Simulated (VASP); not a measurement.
A run of VASP 6.6.1 is set up as follows.

File INCAR:

```
ALGO     = Normal         # electronic algorithm
EDIFF    = 1E-6           # SCF threshold, eV
ENCUT    = 520            # plane-wave cutoff, eV
GGA      = CA             # functional
ISIF     = 2              # what is computed and relaxed
ISMEAR   = -1             # smearing method
LASPH    = True           # aspherical terms in the spheres
LCHARG   = True           # write CHGCAR
LELF     = True           # ELF
LREAL    = False          # projectors in reciprocal space
LVHAR    = True         
LWAVE    = False          # write WAVECAR
NBANDS   = 12             # bands
NELM     = 100            # most SCF steps
PREC     = Accurate       # precision mode
SIGMA    = 0.05           # smearing width, eV
```

File KPOINTS:

```
k-points
0
Gamma
  9 9 5
```

The input POSCAR:

```
Sb
1.0
    3.3986760653      0.0000000000      0.0000000000
   -1.6993380327      2.9433398118      0.0000000000
    0.0000000000      0.0000000000      5.5421447030
Sb
2
Direct
    0.6666666667      0.3333333333      0.7500000000
    0.3333333333      0.6666666667      0.2500000000
```

Potentials or basis: VASP PAW LDA potentials, release 64 (Sb).

Launch:

```sh
$ cat potpaw_LDA.64/Sb/POTCAR > POTCAR
$ mpirun -np 1 vasp_std > vasp.out
```

Estimate the band gap on the k mesh.

zero (bands 5 and 6 overlap by 6.48 eV).

Estimate the pressure.

-4.8 GPa.

Stress tensor (GPa, compression positive):
```
-4.65  0.00  0.00
 0.00 -4.65  0.00
 0.00  0.00 -5.02
```

Caveat: the cell stands under tension; spin-orbit coupling is left out, which moves the levels of the heavy elements.
